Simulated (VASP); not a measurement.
## BeCo: single point with LDA

The system is BeCo.

```xyz
2
Lattice="2.6060 0.0000 0.0000 0.0000 2.6060 0.0000 0.0000 0.0000 2.6060" Properties=species:S:1:pos:R:3 pbc="T T T"
Be    0.0000    0.0000    0.0000
Co    1.3030    1.3030    1.3030
```

* Program: VASP 6.6.1
* Task: single point
* Functional: LDA
* Potentials or basis: VASP PAW LDA potentials, release 64 (Be, Co)
* Cutoff: 520 eV
* k mesh: 8 × 8 × 8
* Occupations: fermi-dirac, width 0.15 eV
* Spin: collinear spin, ferromagnetic start
* Starting moments: [0.04, 1.81] μB
* Fixed moment: 1.8 μB

```yaml
Pressure: -0.7 GPa
Net_moment: 1.80 μB per cell
Site_moments: Be +0.03; Co +1.70 μB
Valence_electrons_inside_the_program's_atomic_spheres: Be 1.19; Co 8.42
```

Run time: 19 s on 1 thread of Intel Xeon 6975P-C, with other jobs on the host, peak memory 0.13 GiB.

Caveat: the total moment is fixed, so each spin has its own Fermi level.
